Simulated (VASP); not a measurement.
Ag: relaxation of cell and atoms with PBEsol

The system is Ag.

```
Ag
1.0
     2.88620    0.00000    0.00000
    -1.44310    2.49952    0.00000
     0.00000    0.00000   10.00000
Ag
4
Direct
  0.33333 0.66667 0.25000
  0.66667 0.33333 0.75000
  0.00000 0.00000 0.00000
  0.00000 0.00000 0.50000
```

```yaml
Program: VASP 6.6.1
Task: relaxation of cell and atoms
Functional: PBEsol
Potentials_or_basis: VASP PAW PBE potentials, release 64 (Ag)
Cutoff: 600 eV
k_mesh: 13 × 13 × 3
Occupations: fermi-dirac, width 0.1 eV
Spin: no spin polarisation
Dipole_correction: no
Further_INCAR_settings: ALGO = Normal; EDIFF = 1e-06; IBRION = 2; EDIFFG = -0.01; NSW = 80; ISIF = 3
```

| Property | Result |
| --- | --- |
| Relaxed volume | 16.63 Å³/atom |
| Relaxed cell | a = 2.853 Å, b = 2.853 Å, c = 9.435 Å, α = 90.00°, β = 90.00°, γ = 120.00° |
| Space group after relaxing (to 0.05 Å) | P6_3/mmc (No. 194) |
| Energy gained by relaxing | 43.1 meV/atom |
| Ionic steps | 8 |
| Pressure after relaxing | 0.0 GPa |
| Band gap on the k mesh | zero (band 22 reaches 12.09 eV, above the bottom of band 23 at 5.50 eV) |

The path:
| step | energy change (eV) | largest force (eV/Å) | pressure (GPa) | volume (Å³) |
| --- | --- | --- | --- | --- |
| 1 | 0.0000 | 0.0000 | -7.30 | 72.14 |
| 2 | -0.1160 | 0.0000 | 5.55 | 63.88 |
| 3 | -0.1535 | 0.0000 | 0.46 | 66.38 |
| 4 | -0.1703 | 0.0000 | 0.29 | 66.35 |
| 5 | -0.1722 | 0.0000 | 0.32 | 66.32 |
| 6 | -0.1723 | 0.0000 | 0.30 | 66.33 |
| 7 | -0.1724 | 0.0000 | -0.25 | 66.64 |
| 8 | -0.1725 | 0.0000 | 0.00 | 66.51 |

Final structure:
```yaml
crystal:
  lattice:
    - [2.85297, 0.00000, 0.00000]
    - [-1.42649, 2.47075, 0.00000]
    - [0.00000, 0.00000, 9.43493]
  atoms:
    - { symbol: Ag, position: [0.33333, 0.66667, 0.25000] }
    - { symbol: Ag, position: [0.66667, 0.33333, 0.75000] }
    - { symbol: Ag, position: [0.00000, 0.00000, 0.00000] }
    - { symbol: Ag, position: [0.00000, 0.00000, 0.50000] }
```

Levels at points of the mesh, in eV from the Fermi level:
```csv
k point,band 20,band 21,band 22,band 23,band 24,band 25
"(0.00, 0.00, 0.00)",-3.55,-3.55,-3.14,-3.14,-0.76,3.41
```

Wall time 2.8 min on 1 thread of Intel(R) Xeon(R) Platinum 8559C (Emerald Rapids) (shared host), peak memory 0.25 GiB.

Caveat: the PAW data sets were made with another functional, which shifts forces and pressure a little.
